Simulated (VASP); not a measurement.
# Au (P-3m1) in VASP: single point with PBE

Aim: the single point of Au with PBE.

Program: VASP 6.6.1. These are calculated values, not measurements. Logs are shortened: lines on timing, memory, paths and dates and some standing lists are left out, and cuts for length are marked.

### Step 1. The cell of the first run

It takes space group P-3m1 (No. 164, trigonal). Conventional cell: a = 2.893 Å, b = 2.893 Å, c = 14.022 Å, α = 90.00°, β = 90.00°, γ = 120.00°. Au (site symmetry 3m) has 12 Au at 2.77 to 2.89 Å within 3.7 Å. Au (site symmetry 3m) has 12 Au at 2.89 Å within 3.8 Å. Au (site symmetry 3m) has 12 Au at 2.89 Å within 3.8 Å.

### Step 2. Single point, PBE (the distance across one plane changed)

The input, INCAR:

```
PREC     = Accurate       # precision mode
ENCUT    = 520            # plane-wave cutoff, eV
EDIFF    = 1E-7           # SCF threshold, eV
ISMEAR   = 0              # smearing method
SIGMA    = 0.15           # smearing width, eV
LREAL    = F              # projectors in reciprocal space
LASPH    = T              # aspherical terms in the spheres
NELM     = 100            # most SCF steps
ALGO     = Fast           # electronic algorithm
ISIF     = 2              # what is computed and relaxed
LWAVE    = F              # write WAVECAR
LCHARG   = F              # write CHGCAR
GGA      = PE             # functional
NBANDS   = 42             # bands
```

The input, KPOINTS:

```
regular mesh
0
Gamma
  18 18 4
```

The input, POSCAR:

```
Au
1.0
    2.0455000000     -2.0455000000      0.0000000000
    2.0455000000      0.0000000000     -2.0455000000
    8.0953974596      8.0953974596      8.0953974596
Au
6
Direct
    0.6666666667      0.6666666667      0.0842079676
    0.0000000000      0.0000000000      0.9264560928
    0.3333333333      0.3333333333      0.2526575926
    0.6666666667      0.6666666667      0.5895568427
    0.0000000000      0.0000000000      0.4211072177
    0.3333333333      0.3333333333      0.7580064677
```

Potentials or basis: VASP PAW PBE potentials, release 64 (Au).

On the command line:

```sh
cat potpaw_PBE.64/Au/POTCAR > POTCAR
mpirun -np 1 vasp_std > vasp.out
```

OUTCAR:

```text
PREC = Accurate
   ENCUT = 520
   EDIFF = 1E-7
   ISMEAR = 0
   LREAL = F
   LASPH = T
   NELM = 100
   ISIF = 2
   GGA = PE

 ion  position               nearest neighbor table
   1  0.667  0.667  0.084-   2 2.77   2 2.77   2 2.77   3 2.89   3 2.89   3 2.89
   2  0.000  0.000  0.926-   1 2.77   1 2.77   1 2.77   6 2.89   6 2.89   6 2.89
   3  0.333  0.333  0.253-   1 2.89   1 2.89   1 2.89   5 2.89   5 2.89   5 2.89
   4  0.667  0.667  0.590-   6 2.89   6 2.89   5 2.89   5 2.89   5 2.89   6 2.89
   5  0.000  0.000  0.421-   4 2.89   4 2.89   4 2.89   3 2.89   3 2.89   3 2.89
   6  0.333  0.333  0.758-   4 2.89   4 2.89   4 2.89   2 2.89   2 2.89   2 2.89

  LATTYP: Found a hexagonal cell.
 ALAT       =     2.8927738418
 C/A-ratio  =     4.8471261406

  Lattice vectors:

 A1 = (  -2.0455000000,   0.0000000000,   2.0455000000)
 A2 = (   2.0455000000,  -2.0455000000,  -0.0000000000)
 A3 = (   8.0953974596,   8.0953974596,   8.0953974596)

Analysis of symmetry for initial positions (statically):
=====================================================================
 Subroutine PRICEL returns:
 Original cell was already a primitive cell.

 Routine SETGRP: Setting up the symmetry group for a
 hexagonal supercell.

 Subroutine GETGRP returns: Found 12 space group operations
 (whereof  6 operations were pure point group operations)
 out of a pool of 24 trial point group operations.

The static configuration has the point symmetry C_3v.
 The point group associated with its full space group is D_3d.

Analysis of symmetry for dynamics (positions and initial velocities):
=====================================================================
 Subroutine PRICEL returns:
 Original cell was already a primitive cell.

 Routine SETGRP: Setting up the symmetry group for a
 hexagonal supercell.

 Subroutine GETGRP returns: Found 12 space group operations
 (whereof  6 operations were pure point group operations)
 out of a pool of 24 trial point group operations.

The dynamic configuration has the point symmetry C_3v.
 The point group associated with its full space group is D_3d.

 Subroutine INISYM returns: Found 12 space group operations
 (whereof  6 operations are pure point group operations),
 and found     1 'primitive' translations

----------------------------------------------------------------------------------------

                                     Primitive cell

  volume of cell :     101.6151

  direct lattice vectors                    reciprocal lattice vectors
     2.045500000 -2.045500000  0.000000000     0.162959342 -0.325918683  0.162959342
     2.045500000  0.000000000 -2.045500000     0.162959342  0.162959342 -0.325918683
     8.095397460  8.095397460  8.095397460     0.041175660  0.041175660  0.041175660

  length of vectors
     2.892773842  2.892773842 14.021639707     0.399167236  0.399167236  0.071318335

  position of ions in fractional coordinates (direct lattice)
     0.666666667  0.666666667  0.084207968
     0.000000000  0.000000000  0.926456093
     0.333333333  0.333333333  0.252657593
     0.666666667  0.666666667  0.589556843
     0.000000000  0.000000000  0.421107218
     0.333333333  0.333333333  0.758006468

  ion indices of the primitive-cell ions
   primitive index   ion index
                 1           1
                 2           2
                 3           3
                 4           4
                 5           5
                 6           6

----------------------------------------------------------------------------------------

 KPOINTS: regular mesh

Automatic generation of k-mesh.
 Grid dimensions read from file:
 generate k-points for:   18   18    4

 Generating k-lattice:

  Cartesian coordinates                     Fractional coordinates (reciprocal lattice)
     0.009053297 -0.018106594  0.009053297     0.055555556  0.000000000  0.000000000
     0.009053297  0.009053297 -0.018106594     0.000000000  0.055555556  0.000000000
     0.010293915  0.010293915  0.010293915     0.000000000  0.000000000  0.250000000

  Length of vectors
     0.022175958  0.022175958  0.017829584

  Shift w.r.t. Gamma in fractional coordinates (k-lattice)
     0.000000000  0.000000000  0.000000000

 Subroutine IBZKPT returns following result:
 ===========================================

 Found    138 irreducible k-points:

 Following reciprocal coordinates:
            Coordinates               Weight
  0.000000  0.000000  0.000000      1.000000
  0.055556  0.000000  0.000000      6.000000
  0.111111  0.000000  0.000000      6.000000
  0.166667  0.000000  0.000000      6.000000
  0.222222  0.000000  0.000000      6.000000
  0.277778  0.000000  0.000000      6.000000
[... 16 lines left out ...]
  0.444444  0.111111  0.000000     12.000000
  0.500000  0.111111 -0.000000     12.000000
 [... further k-points ...]
   k-points           NKPTS =    138   k-points in BZ     NKDIM =    138   number of bands    NBANDS=     42
   number of dos      NEDOS =    301   number of ions     NIONS =      6
   total plane-waves  NPLWV =  62208
   dimension x,y,z NGX =    24 NGY =   24 NGZ =  108
   dimension x,y,z NGXF=    48 NGYF=   48 NGZF=  216
   ions per type =               6
   NGX,Y,Z   is equivalent  to a cutoff of  13.79, 13.79, 12.80 a.u.
   NGXF,Y,Z  is equivalent  to a cutoff of  27.59, 27.59, 25.61 a.u.
 SYSTEM =  unknown system
   PREC   = accura    normal or accurate (medium, high low for compatibility)
   ISTART =      0    job   : 0-new  1-cont  2-samecut
   ICHARG =      2    charge: 1-file 2-atom 10-const
   ISPIN  =      1    spin polarized calculation?
   LNONCOLLINEAR =      F non collinear calculations
   LSORBIT =      F    spin-orbit coupling
   LASPH  =      T    aspherical Exc in radial PAW
   ENCUT  =  520.0 eV  38.22 Ry    6.18 a.u.   5.38  5.38 26.07*2*pi/ulx,y,z
   NELM   =    100;   NELMIN=  2; NELMDL= -5     # of ELM steps
   EDIFF  = 0.1E-06   stopping-criterion for ELM
   LREAL  =      F    real-space projection
   EDIFFG = 0.1E-05   stopping-criterion for IOM
   NSW    =      0    number of steps for IOM
   IBRION =     -1    ionic relax: 0-MD 1-quasi-New 2-CG
   NFREE  =      0    steps in history (QN), initial steepest desc. (CG)
   ISIF   =      2    stress and relaxation
   ISYM   =      2    0-nonsym 1-usesym 2-fastsym
   POTIM  = 0.5000    time-step for ionic-motion
   TEBEG  =    0.0;   TEEND  =   0.0 temperature during run
   PSTRESS=    0.0 pullay stress
   NELECT =      66.0000    total number of electrons
   NUPDOWN=      -1.0000    fix difference up-down
   EMIN   =  10.00;   EMAX   =-10.00  energy-range for DOS
   EFERMI =   0.00;   METHOD = LEGACY
   ISMEAR =     0;   SIGMA  =   0.15  broadening in eV -4-tet -1-fermi 0-gaus
   EFERMI_NEDOS =   21; number of points for ismear=-14 and -15
   IALGO  =     68    algorithm
   IMIX   =      4    mixing-type and parameters
     AMIX     =   0.40;   BMIX     =  1.00
     AMIX_MAG =   1.60;   BMIX_MAG =  1.00
  volume/ion in A,a.u.               =      16.94       114.29
  Fermi-wavevector in a.u.,A,eV,Ry     =   1.417762  2.679182 27.348380  2.010049
  Thomas-Fermi vector in A             =   2.538958
   LORBIT       =      0    0 simple, 1 ext, 2 COOP (PROOUT), +10 PAW based schemes
   GGA     = PE    functional components
   LHFCALC =     F    Hartree Fock is set to
   AEXX    =    0.0000 exact exchange contribution
   IVDW    =     0    specifies the selected vdW correction
   LEPSILON=     F    determine dielectric tensor
   LRPA    =     F    only Hartree local field effects (RPA)
 non-spin polarized calculation
 RMM-DIIS sequential band-by-band and
 Gauss-broadening in eV      SIGMA  =   0.15
  energy-cutoff  :      520.00
  volume of cell :      101.62
 maximum number of plane-waves:      2789
 NGX is ok and might be reduce to    24
   NGX = 11   NGY = 11   NGZ = 53

 number of electron      66.0000009 magnetization

 Free energy of the ion-electron system (eV)
  ---------------------------------------------------
  ext. energy  EPLUGINS =         0.00000000
  ---------------------------------------------------
  free energy    TOTEN  =       -19.11011141 eV

  energy without entropy =      -19.09253987  energy(sigma->0) =      -19.10132564

 E-fermi :   9.5979     XC(G=0): -12.7527

 val. band max:        9.5932757988   @ k =   0.4444   0.0000   0.2500
 cond. band min:       9.6009036461   @ k =   0.5000   0.2222  -0.0000
 fundamental gap:      0.0076278472
 Fermi energy:         9.5978855991

 k-point     1 :       0.0000    0.0000    0.0000
  band No.  band energies     occupation
      1      -0.3735      2.00000
      2       0.5303      2.00000
      3       0.6734      2.00000
      4       2.0486      2.00000
      5       2.1139      2.00000
      6       2.2602      2.00000
[... 34 lines left out ...]
     41      23.9155      0.00000
     42      24.2093      0.00000

 k-point     2 :       0.0556    0.0000    0.0000
  band No.  band energies     occupation
      1      -0.2780      2.00000
      2       0.6208      2.00000
      3       0.7636      2.00000
      4       2.1338      2.00000
      5       2.2022      2.00000
      6       2.3412      2.00000
[... 34 lines left out ...]
     41      23.9456      0.00000
     42      24.3073      0.00000

 k-point     3 :       0.1111    0.0000    0.0000
  band No.  band energies     occupation
      1       0.0025      2.00000
      2       0.8824      2.00000
      3       1.0240      2.00000
      4       2.3723      2.00000
      5       2.4547      2.00000
      6       2.5721      2.00000
[... 897 lines left out ...]
      4       3.0295      2.00000
      5       3.0599      2.00000
      6       3.2841      2.00000
[... 34 lines left out ...]
     41      17.1326      0.00000
     42      17.4147      0.00000

 k-point    24 :       0.5000    0.1111   -0.0000
  band No.  band energies     occupation
      1       2.3942      2.00000
      2       2.6129      2.00000
      3       2.9208      2.00000
      4       2.9594      2.00000
      5       3.1014      2.00000
      6       3.1861      2.00000
[... 34 lines left out ...]
     41      15.6471      0.00000
     42      17.8567      0.00000

 [... further k-points ...]

------------------------ aborting loop because EDIFF is reached ----------------------------------------

  FORCE on cell =-STRESS in cart. coord.  units (eV):
  Direction    XX          YY          ZZ          XY          YZ          ZX
  --------------------------------------------------------------------------------------
  -------------------------------------------------------------------------------------
  Total        6.3266191      6.3266191      6.3266191      0.1242355      0.1242355      0.1242355
  in kB       99.7525194     99.7525194     99.7525194      1.9588351      1.9588351      1.9588351
  external PRESSURE =      99.7525194 kB  Pullay stress =       0.0000000 kB

 VOLUME and BASIS-vectors are now :
 -----------------------------------------------------------------------------
  energy-cutoff  :      520.00
  volume of cell :      101.62
      direct lattice vectors                 reciprocal lattice vectors
     2.045500000 -2.045500000  0.000000000     0.162959342 -0.325918683  0.162959342
     2.045500000  0.000000000 -2.045500000     0.162959342  0.162959342 -0.325918683
     8.095397460  8.095397460  8.095397460     0.041175660  0.041175660  0.041175660

 POSITION                                       TOTAL-FORCE (eV/Angst)
 -----------------------------------------------------------------------------------
      3.40903     -0.68197     -0.68197         0.513303      0.513303      0.513303
      7.50003      7.50003      7.50003        -0.513303     -0.513303     -0.513303
      3.40903      1.36353      1.36353        -0.001845     -0.001845     -0.001845
      7.50003      3.40903      3.40903        -0.003196     -0.003196     -0.003196
      3.40903      3.40903      3.40903         0.003196      0.003196      0.003196
      7.50003      5.45453      5.45453         0.001845      0.001845      0.001845
 -----------------------------------------------------------------------------------
    total drift:                               -0.000004     -0.000004     -0.000004

  FREE ENERGIE OF THE ION-ELECTRON SYSTEM (eV)
  ---------------------------------------------------
  free  energy   TOTEN  =       -19.1101114135 eV

  energy  without entropy=      -19.0925398664  energy(sigma->0) =      -19.10132564
```

Wall time 6.6 min (1 thread of AMD EPYC 9R45 (Zen 5), shared host); peak memory 0.5 GiB.

Results:

```yaml
Free_energy: -19.1101 eV
Pressure: 10.0 GPa
Largest_force: 0.889 eV/Å
Band_gap_on_the_k_mesh: zero (bands 33 and 34 overlap by 4.93 eV)
```

Forces on the atoms (eV/Å):
```
Au   0.513  0.513  0.513
Au  -0.513 -0.513 -0.513
Au  -0.002 -0.002 -0.002
Au  -0.003 -0.003 -0.003
Au   0.003  0.003  0.003
Au   0.002  0.002  0.002
```

Stress tensor (GPa, compression positive):
```
9.98 0.20 0.20
0.20 9.98 0.20
0.20 0.20 9.98
```

Caveat: the cell differs from its parent crystal (the distance across one plane changed); the cell stands under pressure; spin-orbit coupling is left out, which moves the levels of the heavy elements.
